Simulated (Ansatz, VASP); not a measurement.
TaSi2 in VASP and in Ansatz

File INCAR:

```
ALGO = Normal
EDIFF = 1E-6
ENCUT = 520
GGA = PS
ISIF = 2
ISMEAR = 0
LASPH = True
LCHARG = False
LREAL = False
LWAVE = False
NBANDS = 38
NELM = 60
PREC = Accurate
SIGMA = 0.15
```

Contents of KPOINTS:

```
k-points
0
Gamma
  12 12 6
```

File POSCAR:

```
TaSi2
1.0
    4.6181605319      0.0000000000      0.0000000000
   -2.3090802659      3.9994443394      0.0000000000
    0.0000000000      0.0000000000      6.6544851864
Ta Si
3 6
Direct
    0.5000000000      0.0000000000      0.0000000000
    0.5000000000      0.5000000000      0.6666666667
    0.0000000000      0.5000000000      0.3333333333
    0.1592827538      0.3185655077      0.0000000000
    0.8407172462      0.1592827538      0.6666666667
    0.6814344923      0.8407172462      0.3333333333
    0.8407172462      0.6814344923      0.0000000000
    0.1592827538      0.8407172462      0.6666666667
    0.3185655077      0.1592827538      0.3333333333
```

Input for Ansatz:

```yaml
crystal:
  lattice:
    - [4.6181605319, 0.0, 0.0]
    - [-2.3090802659, 3.9994443394, 0.0]
    - [0.0, 0.0, 6.6544851864]
  atoms:
    - { symbol: Ta, position: [0.5, 0.0, 0.0] }
    - { symbol: Ta, position: [0.5, 0.5, 0.6666666667] }
    - { symbol: Ta, position: [0.0, 0.5, 0.3333333333] }
    - { symbol: Si, position: [0.1592827538, 0.3185655077, 0.0] }
    - { symbol: Si, position: [0.8407172462, 0.1592827538, 0.6666666667] }
    - { symbol: Si, position: [0.6814344923, 0.8407172462, 0.3333333333] }
    - { symbol: Si, position: [0.8407172462, 0.6814344923, 0.0] }
    - { symbol: Si, position: [0.1592827538, 0.8407172462, 0.6666666667] }
    - { symbol: Si, position: [0.3185655077, 0.1592827538, 0.3333333333] }
basis:
  ecutwfc: 420
kpoints:
  mp_grid: { grid: [12, 12, 6] }
hamiltonian:
  xc: pbesol
scf:
  occupations: { method: gaussian, width: 0.15 }
output:
  forces: true
  stress: true
  eigenvalues: true
```

Change from the starting cell: strain -0.030 along x and y, +0.015 along z, atoms carried along.

Alike in both runs: task single point; functional PBEsol; k mesh 12 × 12 × 6; occupations gaussian, width 0.15 eV; no spin polarisation.

|  | VASP | Ansatz |
| --- | --- | --- |
| version | VASP 6.6.1 | Ansatz 0.2.0 |
| potentials or method | VASP PAW PBE potentials, release 64 (Ta_pv, Si), cutoff 520 eV | scalar-relativistic, plane waves, PAW |
| valence electrons in the cell | 57 | 63 |

```tsv
	VASP	Ansatz	Ansatz less VASP
gap on the k mesh at the Fermi level (eV)	none	none	-
pressure (GPa)	9.8	9.4	-0.41
traceless stress, the component that is largest in VASP (GPa)	-10.01	-10.04	-0.035
rms of the force components (eV/Å)	0.091	0.091	+0.0003
```

VASP's potentials were made for PBE, not for PBEsol. Atom by atom the forces differ by 0.000 eV/Å (rms over components). A gap of «none» marks a metal or a gap that the smearing closes. VASP's potentials hold 57 valence electrons a cell and Ansatz's 63, so a difference there can come from the potentials and not from the codes.

Neither program's run includes spin-orbit coupling.
